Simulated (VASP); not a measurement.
A run of VASP 6.6.1 is set up as follows.

INCAR

```
SYSTEM = Ni
AGGAC    = 1.0          
AGGAX    = 1.0          
ALDAC    = 0.0          
ALDAX    = 1.0          
ALGO     = Normal         ! electronic algorithm
EDIFF    = 1E-7           ! SCF threshold, eV
ENCUT    = 520            ! plane-wave cutoff, eV
GGA      = B5             ! functional
ISIF     = 2              ! what is computed and relaxed
ISMEAR   = -1             ! smearing method
ISPIN    = 2              ! spin polarisation
LASPH    = .True.         ! aspherical terms in the spheres
LCHARG   = .False.        ! write CHGCAR
LMAXMIX  = 4              ! l up to which the mixer works
LORBIT   = 11             ! projections on sites
LREAL    = .False.        ! projectors in reciprocal space
LWAVE    = .False.        ! write WAVECAR
MAGMOM   = 0.539          ! initial moments
NBANDS   = 15             ! bands
NELM     = 150            ! most SCF steps
PREC     = Accurate       ! precision mode
SIGMA    = 0.05           ! smearing width, eV
```

The input KPOINTS:

```
k-points
0
Gamma
  15 15 15
  0 0 0
```

File POSCAR:

```
Ni
1.0
    2.3992283289      0.0000000000      0.0000000000
    0.0000000000      2.3992283289      0.0000000000
    0.0000000000      0.0000000000      2.3992283289
Ni
1
Direct
    0.0000000000      0.0000000000      0.0000000000
```

Potentials or basis: VASP PAW PBE potentials, release 64 (Ni).

Run with:

```bash
$ cat potpaw_PBE.64/Ni/POTCAR > POTCAR
$ mpirun -np 1 vasp_std > vasp.out
```

Task: Estimate the net moment.

Result: 0.57 μB per cell.

Task: What does it give for the pressure?

Result: -3.9 GPa.

Caveat: the PAW data sets were made with another functional, which shifts forces and pressure a little.
